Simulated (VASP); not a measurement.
Runs of VASP 6.6.1 on Na2S. The structure is that of space group Fm-3m (No. 225), or close to it. The cells are those of the table. 

```csv
task,cell,k mesh,smearing,gap on the mesh (eV),pressure (GPa)
relaxation of cell and atoms,"relaxed to 2 GPa from a = 4.597 Å, angles 60.0, 60.0, 90.0°, 3 atoms",6 × 6 × 6,gaussian 0.01 eV,2.61,2.0
single point,"a = 4.190 Å, angles 60.0, 60.0, 90.0°, 3 atoms",6 × 6 × 6,gaussian 0.01 eV,(b),(a)
single point,"a = 4.435 Å, angles 60.0, 60.0, 90.0°, 3 atoms",6 × 6 × 6,gaussian 0.01 eV,2.79,(c)
relaxation of cell and atoms,"relaxed to -2 GPa from a = 4.597 Å, angles 60.0, 60.0, 90.0°, 3 atoms",6 × 6 × 6,gaussian 0.01 eV,2.18,-2.0
single point,"a = 4.281 Å, angles 60.0, 60.0, 90.0°, 3 atoms",6 × 6 × 6,gaussian 0.01 eV,3.19,10.2
single point,"a = 4.505 Å, angles 60.0, 60.0, 90.0°, 3 atoms",6 × 6 × 6,gaussian 0.01 eV,2.63,2.1
relaxation of cell and atoms,"relaxed from a = 4.629 Å, angles 60.0, 60.0, 90.0°, 3 atoms",10 × 10 × 10,fermi-dirac 0.05 eV,2.42,0.0
single point,"a = 4.722 Å, angles 60.0, 60.0, 90.0°, 3 atoms",6 × 6 × 6,gaussian 0.01 eV,2.18,-2.0
single point,"a = 4.350 Å, angles 60.0, 60.0, 90.0°, 3 atoms",6 × 6 × 6,gaussian 0.01 eV,3.01,7.1
single point,"a = 4.597 Å, angles 60.0, 60.0, 90.0°, 3 atoms",6 × 6 × 6,gaussian 0.01 eV,2.42,0.1
```

Alike in all rows: level PBEsol; potentials or basis VASP PAW PBE potentials, release 64 (Na_pv, S); no spin polarisation; cutoff (eV) 500.

Task: Fill in the values left out.

Result: (a) 15.2; (b) 3.46; (c) 4.1.

Caveats: the PAW data sets were made with another functional, which shifts forces and pressure a little; the cell is relaxed towards a set pressure, so the enthalpy falls and the energy may rise (some runs).

A k mesh can miss the band edges.
